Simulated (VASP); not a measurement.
# Ir (P-1) in VASP: single point with LDA

Aim: the single point of Ir with LDA.

All numbers are computed with VASP 6.6.1; they aren't measurements. Logs are shortened: lines on timing, memory, paths and dates and some standing lists are left out, and cuts for length are marked.

**1. The cell of the first run**

The typed cell holds 1 atom: a = 2.623 Å, b = 2.547 Å, c = 2.699 Å, α = 63.68°, β = 64.57°, γ = 62.82°.

**2. Single point, LDA (engineering shear strain xz -0.1100, engineering shear strain yz -0.0550)**

Contents of INCAR:

```
SYSTEM = Ir
PREC = Accurate ; ENCUT = 520
EDIFF = 1E-7 ; ISMEAR = 0
SIGMA = 0.15 ; LREAL = .FALSE.
LASPH = .TRUE. ; NELM = 80
ALGO = Fast ; ISIF = 2
LWAVE = .FALSE. ; LCHARG = .FALSE.
NBANDS = 10
```

Contents of KPOINTS:

```
Automatic mesh
0
G
  20 20 20
  0 0 0
```

Contents of POSCAR:

```
Ir
1.0
   -0.1047972669      1.8530062193      1.8530062193
    1.8006075858     -0.0523986334      1.8006075858
    1.9054048527      1.9054048527     -0.1571959003
Ir
1
Direct
    0.0000000000      0.0000000000      0.0000000000
```

Potentials or basis: VASP PAW LDA potentials, release 64 (Ir).

Run with:

```sh
$ cat potpaw_LDA.64/Ir/POTCAR > POTCAR
$ mpirun -np 1 vasp_std > vasp.out
```

OUTCAR:

```text
SYSTEM = Ir
   PREC = Accurate
   ENCUT = 520
   EDIFF = 1E-7
   ISMEAR = 0
   LREAL = .FALSE.
   LASPH = .TRUE.
   NELM = 80
   ISIF = 2

 ion  position               nearest neighbor table
   1  0.000  0.000  0.000-

  LATTYP: Found a triclinic cell.
 ALAT       =     4.4121258088
 B/A-ratio  =     0.5772688336
 C/A-ratio  =     0.6444371898
 COS(alpha) =     0.0003791276
 COS(beta)  =     0.3061921790
 COS(gamma) =     0.8487450460

  Lattice vectors:

 A1 = (  -1.6958103189,  -1.8006075859,  -3.6536138051)
 A2 = (  -1.8006075858,   0.0523986334,  -1.8006075858)
 A3 = (   2.0102021196,   0.0523986334,  -2.0102021196)

Analysis of symmetry for initial positions (statically):
=====================================================================
 Subroutine PRICEL returns:
 Original cell was already a primitive cell.

 Routine SETGRP: Setting up the symmetry group for a
 triclinic supercell.

 Subroutine GETGRP returns: Found  2 space group operations
 (whereof  2 operations were pure point group operations)
 out of a pool of  2 trial point group operations.

The static configuration has the point symmetry S_2 .

Analysis of symmetry for dynamics (positions and initial velocities):
=====================================================================
 Subroutine PRICEL returns:
 Original cell was already a primitive cell.

 Routine SETGRP: Setting up the symmetry group for a
 triclinic supercell.

 Subroutine GETGRP returns: Found  2 space group operations
 (whereof  2 operations were pure point group operations)
 out of a pool of  2 trial point group operations.

The dynamic configuration has the point symmetry S_2 .

 Subroutine INISYM returns: Found  2 space group operations
 (whereof  2 operations are pure point group operations),
 and found     1 'primitive' translations

----------------------------------------------------------------------------------------

                                     Primitive cell

  volume of cell :      13.7831

  direct lattice vectors                    reciprocal lattice vectors
    -0.104797267  1.853006219  1.853006219    -0.248322419  0.269455926  0.256163729
     1.800607586 -0.052398633  1.800607586     0.277297236 -0.254968517  0.270651137
     1.905404853  1.905404853 -0.157195900     0.249119226  0.255765325 -0.241676320

  length of vectors
     2.622641143  2.546982719  2.699230605     0.447091015  0.463847755  0.431142359

  position of ions in fractional coordinates (direct lattice)
     0.000000000  0.000000000  0.000000000

  ion indices of the primitive-cell ions
   primitive index   ion index
                 1           1

----------------------------------------------------------------------------------------

 KPOINTS: Automatic mesh

Automatic generation of k-mesh.
 Grid dimensions read from file:
 generate k-points for:   20   20   20

 Generating k-lattice:

  Cartesian coordinates                     Fractional coordinates (reciprocal lattice)
    -0.012416121  0.013472796  0.012808186     0.050000000  0.000000000 -0.000000000
     0.013864862 -0.012748426  0.013532557     0.000000000  0.050000000 -0.000000000
     0.012455961  0.012788266 -0.012083816    -0.000000000 -0.000000000  0.050000000

  Length of vectors
     0.022354551  0.023192388  0.021557118

  Shift w.r.t. Gamma in fractional coordinates (k-lattice)
     0.000000000  0.000000000  0.000000000

 Subroutine IBZKPT returns following result:
 ===========================================

 Found   4004 irreducible k-points:

 Following reciprocal coordinates:
            Coordinates               Weight
  0.000000  0.000000  0.000000      1.000000
  0.050000  0.000000 -0.000000      2.000000
  0.100000  0.000000 -0.000000      2.000000
  0.150000  0.000000 -0.000000      2.000000
  0.200000  0.000000 -0.000000      2.000000
  0.250000  0.000000 -0.000000      2.000000
[... 16 lines left out ...]
 -0.450000  0.050000 -0.000000      2.000000
 -0.400000  0.050000  0.000000      2.000000
 [... further k-points ...]
   k-points           NKPTS =   4004   k-points in BZ     NKDIM =   4004   number of bands    NBANDS=     10
   number of dos      NEDOS =    301   number of ions     NIONS =      1
   total plane-waves  NPLWV =   8000
   dimension x,y,z NGX =    20 NGY =   20 NGZ =   20
   dimension x,y,z NGXF=    40 NGYF=   40 NGZF=   40
   ions per type =               1
   NGX,Y,Z   is equivalent  to a cutoff of  12.68, 13.05, 12.32 a.u.
   NGXF,Y,Z  is equivalent  to a cutoff of  25.36, 26.11, 24.64 a.u.
 SYSTEM =  Ir
   PREC   = accura    normal or accurate (medium, high low for compatibility)
   ISTART =      0    job   : 0-new  1-cont  2-samecut
   ICHARG =      2    charge: 1-file 2-atom 10-const
   ISPIN  =      1    spin polarized calculation?
   LNONCOLLINEAR =      F non collinear calculations
   LSORBIT =      F    spin-orbit coupling
   LASPH  =      T    aspherical Exc in radial PAW
   ENCUT  =  520.0 eV  38.22 Ry    6.18 a.u.   4.88  4.74  5.02*2*pi/ulx,y,z
   NELM   =     80;   NELMIN=  2; NELMDL= -5     # of ELM steps
   EDIFF  = 0.1E-06   stopping-criterion for ELM
   LREAL  =      F    real-space projection
   EDIFFG = 0.1E-05   stopping-criterion for IOM
   NSW    =      0    number of steps for IOM
   IBRION =     -1    ionic relax: 0-MD 1-quasi-New 2-CG
   NFREE  =      0    steps in history (QN), initial steepest desc. (CG)
   ISIF   =      2    stress and relaxation
   ISYM   =      2    0-nonsym 1-usesym 2-fastsym
   POTIM  = 0.5000    time-step for ionic-motion
   TEBEG  =    0.0;   TEEND  =   0.0 temperature during run
   PSTRESS=    0.0 pullay stress
   NELECT =       9.0000    total number of electrons
   NUPDOWN=      -1.0000    fix difference up-down
   EMIN   =  10.00;   EMAX   =-10.00  energy-range for DOS
   EFERMI =   0.00;   METHOD = LEGACY
   ISMEAR =     0;   SIGMA  =   0.15  broadening in eV -4-tet -1-fermi 0-gaus
   EFERMI_NEDOS =   21; number of points for ismear=-14 and -15
   IALGO  =     68    algorithm
   IMIX   =      4    mixing-type and parameters
     AMIX     =   0.40;   BMIX     =  1.00
     AMIX_MAG =   1.60;   BMIX_MAG =  1.00
  volume/ion in A,a.u.               =      13.78        93.01
  Fermi-wavevector in a.u.,A,eV,Ry     =   1.420278  2.683937 27.445548  2.017191
  Thomas-Fermi vector in A             =   2.541211
   LORBIT       =      0    0 simple, 1 ext, 2 COOP (PROOUT), +10 PAW based schemes
   GGA     = CA    functional components
   LHFCALC =     F    Hartree Fock is set to
   AEXX    =    0.0000 exact exchange contribution
   IVDW    =     0    specifies the selected vdW correction
   LEPSILON=     F    determine dielectric tensor
   LRPA    =     F    only Hartree local field effects (RPA)
 non-spin polarized calculation
 RMM-DIIS sequential band-by-band and
 Gauss-broadening in eV      SIGMA  =   0.15
  energy-cutoff  :      520.00
  volume of cell :       13.78
 maximum number of plane-waves:       387
   NGX =  9   NGY =  9   NGZ = 11

 number of electron       9.0000000 magnetization

 Free energy of the ion-electron system (eV)
  ---------------------------------------------------
  ext. energy  EPLUGINS =         0.00000000
  ---------------------------------------------------
  free energy    TOTEN  =       -10.13466777 eV

  energy without entropy =      -10.12365383  energy(sigma->0) =      -10.12916080

 E-fermi :  10.7090     XC(G=0): -14.2777

 val. band max:       10.7083756240   @ k =  -0.3500  -0.4500   0.0500
 cond. band min:      10.7093457234   @ k =   0.1000  -0.2500   0.3500
 fundamental gap:      0.0009700993
 Fermi energy:        10.7090401882

 k-point     1 :       0.0000    0.0000    0.0000
  band No.  band energies     occupation
      1      -0.6054      2.00000
      2       5.7458      2.00000
      3       6.2937      2.00000
      4       7.7320      2.00000
      5       9.7461      2.00000
      6       9.7947      2.00000
      7      24.9018      0.00000
      8      29.0154      0.00000
      9      30.9130      0.00000
     10      33.0145      0.00000

 k-point     2 :       0.0500    0.0000   -0.0000
  band No.  band energies     occupation
      1      -0.4950      2.00000
      2       5.7776      2.00000
      3       6.2591      2.00000
      4       7.7794      2.00000
      5       9.7206      2.00000
      6       9.7541      2.00000
      7      25.0914      0.00000
      8      28.9341      0.00000
      9      30.6921      0.00000
     10      33.1097      0.00000

 k-point     3 :       0.1000    0.0000   -0.0000
  band No.  band energies     occupation
      1      -0.1736      2.00000
      2       5.8563      2.00000
      3       6.1695      2.00000
      4       7.9180      2.00000
      5       9.6464      2.00000
      6       9.6683      2.00000
      7      25.6240      0.00000
      8      28.2869      0.00000
      9      30.7829      0.00000
     10      33.5125      0.00000

 k-point     4 :       0.1500    0.0000   -0.0000
  band No.  band energies     occupation
      1       0.3248      2.00000
      2       5.9059      2.00000
      3       6.1083      2.00000
      4       8.1106      2.00000
      5       9.5434      2.00000
      6       9.6367      2.00000
      7      26.3777      0.00000
      8      27.1086      0.00000
      9      31.5482      0.00000
     10      34.2185      0.00000

 k-point     5 :       0.2000    0.0000   -0.0000
  band No.  band energies     occupation
      1       0.9325      2.00000
      2       5.8777      2.00000
      3       6.1593      2.00000
      4       8.2523      2.00000
      5       9.5134      2.00000
      6       9.7522      2.00000
      7      25.7606      0.00000
      8      27.1167      0.00000
      9      32.6591      0.00000
     10      35.0826      0.00000

 k-point     6 :       0.2500    0.0000   -0.0000
  band No.  band energies     occupation
      1       1.5328      2.00000
      2       5.9459      2.00000
      3       6.2328      2.00000
      4       8.2494      2.00000
      5       9.6232      2.00000
      6      10.1009      2.00000
      7      24.3537      0.00000
      8      27.3828      0.00000
      9      33.7144      0.00000
     10      35.4546      0.00000
[... 183 lines left out ...]
 k-point    21 :       0.4500    0.0500   -0.0000
  band No.  band energies     occupation
      1       2.4136      2.00000
      2       5.7762      2.00000
      3       7.7713      2.00000
      4       8.7182      2.00000
      5      10.8049      0.36599
      6      12.2430      0.00000
      7      18.9002      0.00000
      8      25.3846      0.00000
      9      30.1870      0.00000
     10      32.8578      0.00000

 k-point    22 :       0.5000    0.0500   -0.0000
  band No.  band energies     occupation
      1       2.4083      2.00000
      2       5.7417      2.00000
      3       7.7110      2.00000
      4       9.2550      2.00000
      5      10.9911      0.00783
      6      12.5184      0.00000
      7      18.1034      0.00000
      8      25.1482      0.00000
      9      29.8236      0.00000
     10      32.3496      0.00000

 k-point    23 :      -0.4500    0.0500   -0.0000
  band No.  band energies     occupation
      1       2.4079      2.00000
      2       5.7659      2.00000
      3       7.7078      2.00000
      4       9.1144      2.00000
      5      10.9949      0.00703
      6      12.4570      0.00000
      7      18.2648      0.00000
      8      25.1984      0.00000
      9      29.9069      0.00000
     10      32.4361      0.00000

 k-point    24 :      -0.4000    0.0500    0.0000
  band No.  band energies     occupation
      1       2.4075      2.00000
      2       5.8435      2.00000
      3       7.7580      2.00000
      4       8.4170      2.00000
      5      10.7332      0.81949
      6      12.1317      0.00000
      7      19.3020      0.00000
      8      25.5298      0.00000
      9      30.4317      0.00000
     10      33.1051      0.00000

 [... further k-points ...]
[... 5 lines left out ...]
  --------------------------------------------------------------------------------------
  -------------------------------------------------------------------------------------
  Total        1.0907257      0.4327875      1.3004395      0.0443199      1.3438899      2.7828790
  in kB      126.7884284     50.3081991    151.1660374      5.1518474    156.2168042    323.4881690
  external PRESSURE =     109.4208883 kB  Pullay stress =       0.0000000 kB

 VOLUME and BASIS-vectors are now :
 -----------------------------------------------------------------------------
  energy-cutoff  :      520.00
  volume of cell :       13.78
      direct lattice vectors                 reciprocal lattice vectors
    -0.104797267  1.853006219  1.853006219    -0.248322419  0.269455926  0.256163729
     1.800607586 -0.052398633  1.800607586     0.277297236 -0.254968517  0.270651137
     1.905404853  1.905404853 -0.157195900     0.249119226  0.255765325 -0.241676320

 POSITION                                       TOTAL-FORCE (eV/Angst)
 -----------------------------------------------------------------------------------
      0.00000      0.00000      0.00000         0.000000      0.000000      0.000000
 -----------------------------------------------------------------------------------
    total drift:                                0.000000      0.000000     -0.000000

  FREE ENERGIE OF THE ION-ELECTRON SYSTEM (eV)
  ---------------------------------------------------
  free  energy   TOTEN  =       -10.1346677688 eV

  energy  without entropy=      -10.1236538315  energy(sigma->0) =      -10.12916080
```

Run time: 10 min. Hardware: 1 thread of Intel Xeon Platinum 8259CL at 2.50GHz (Skylake/Cascade Lake), shared host; peak memory 0.66 GiB.

What came out:

| Quantity | Value |
| --- | --- |
| Free energy | -10.1347 eV |
| Pressure | 10.9 GPa |
| Band gap on the k mesh | zero (an odd number of electrons rules out a gap without spin polarisation) |

Caveat: the cell differs from its parent crystal (engineering shear strain xz -0.1100, engineering shear strain yz -0.0550); the cell stands under pressure; spin-orbit coupling is left out, which moves the levels of the heavy elements.
